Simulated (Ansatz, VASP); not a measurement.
**Sc5Al: VASP beside Ansatz**

```xyz
6
Lattice="3.2658 0.0000 0.0000 -1.6329 2.8282 0.0000 0.0000 0.0000 15.2096" Properties=species:S:1:pos:R:3 pbc="T T T"
Sc    0.0000    1.8855   10.2024
Sc    0.0000    1.8855    5.0072
Sc    1.6329    0.9427   12.8473
Sc    1.6329    0.9427    2.3623
Sc    1.6329    0.9427    7.6048
Al    0.0000    1.8855    0.0000
```

Alike in both runs: task single point; functional PBE; k mesh 6 × 6 × 1; occupations gaussian, width 0.1 eV; collinear spin.

|  | VASP | Ansatz |
| --- | --- | --- |
| version | VASP 6.6.1 | Ansatz 0.2.0 |
| potentials or method | VASP PAW PBE potentials, release 64 (Sc_sv, Al), cutoff 520 eV | scalar-relativistic, plane waves, PAW |
| valence electrons in the cell | 58 | 58 |

```tsv
	VASP	Ansatz	Ansatz less VASP
gap on the k mesh at the Fermi level (eV)	none	none	-
pressure (GPa)	0.4	0.4	-0.04
traceless stress, the component that is largest in VASP (GPa)	0.55	0.54	-0.005
rms of the force components (eV/Å)	0.021	0.021	-0.0001
net moment per atom (μB)	0.32	0.32	0.000
size of the moment on the site where the two differ most (μB)	0.23	0.27	+0.036
```

Site moments also hang on the region over which each program counts them. Atom by atom the forces differ by 0.000 eV/Å (rms over components). A gap of «none» marks a metal or a gap that the smearing closes. The functional is the same, so the differences come from potentials, cutoffs and numerics.

The k mesh is coarse, so the values compare programs but aren't converged.
